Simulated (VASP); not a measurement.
Wanted: the native input for a VASP 6.6.1 run.

- Task: single point
- Functional: r2SCAN
- Potentials or basis: VASP PAW PBE potentials, release 64 (Ga_d, O)
- Cutoff: 520 eV
- k mesh: 6 × 6 × 6
- Occupations: gaussian, width 0.01 eV
- Spin: no spin polarisation
- Dipole correction: no
- Further INCAR settings: ALGO = Normal; EDIFF = 1e-07; NBANDS = 55

Crystal: Ga2O3.

```
CELL_PARAMETERS angstrom
2.46734 1.42452 4.43584
-2.46734 1.42452 4.43584
0.00000 -2.84904 4.43584
ATOMIC_POSITIONS crystal
Ga 0.85537 0.85537 0.85537
Ga 0.35537 0.35537 0.35537
Ga 0.14463 0.14463 0.14463
Ga 0.64463 0.64463 0.64463
O 0.44636 0.05364 0.75000
O 0.05364 0.75000 0.44636
O 0.55364 0.94636 0.25000
O 0.25000 0.55364 0.94636
O 0.94636 0.25000 0.55364
O 0.75000 0.44636 0.05364
```

This cell differs from its parent crystal: strain -1.0%.

The input as run:

POSCAR

```
Ga2O3
1.0
    2.4673371466      1.4245177658      4.4358375795
   -2.4673371466      1.4245177658      4.4358375795
    0.0000000000     -2.8490355315      4.4358375795
Ga O
4 6
Direct
    0.8553712405      0.8553712405      0.8553712405
    0.3553712405      0.3553712405      0.3553712405
    0.1446287595      0.1446287595      0.1446287595
    0.6446287595      0.6446287595      0.6446287595
    0.4463552219      0.0536447781      0.7500000000
    0.0536447781      0.7500000000      0.4463552219
    0.5536447781      0.9463552219      0.2500000000
    0.2500000000      0.5536447781      0.9463552219
    0.9463552219      0.2500000000      0.5536447781
    0.7500000000      0.4463552219      0.0536447781
```

INCAR.step1

```
SYSTEM = Ga2O3
PREC = Accurate
ENCUT = 520
ISMEAR = 0
SIGMA = 0.01
LREAL = .False.
LASPH = .True.
NELM = 60
NBANDS = 55
GGA = PE
ALGO = Normal
EDIFF = 1E-4
LWAVE = .True.
LCHARG = .False.
```

INCAR.step2

```
SYSTEM = Ga2O3
PREC = Accurate
ENCUT = 520
EDIFF = 1E-7
ISMEAR = 0
SIGMA = 0.01
LREAL = .False.
LASPH = .True.
NELM = 60
ALGO = Normal
ISIF = 2
LWAVE = .False.
LCHARG = .False.
METAGGA = R2SCAN
LMIXTAU = .True.
NBANDS = 55
ISTART = 1
```

KPOINTS

```
regular mesh
0
Gamma
  6 6 6
  0 0 0
```

Potentials or basis: VASP PAW PBE potentials, release 64 (Ga_d, O).

Command:

```sh
$ cat potpaw_PBE.64/Ga_d/POTCAR potpaw_PBE.64/O/POTCAR > POTCAR
$ cp INCAR.step1 INCAR
$ mpirun -np 1 vasp_std > vasp.out
$ cp INCAR.step2 INCAR
$ mpirun -np 1 vasp_std > vasp.out
```

It gave:

- Pressure: 9.8 GPa
- Largest force: 0.041 eV/Å
- Band gap on the k mesh: 3.89 eV (least direct gap 4.17 eV)

Caveat: the cell differs from its parent crystal (strain -1.0%); the cell stands under pressure; the PAW data sets were made with another functional, which shifts forces and pressure a little.

Wall time 8.3 min on 1 thread of Intel(R) Xeon(R) 6975P-C (Granite Rapids) (shared host), peak memory 0.32 GiB.
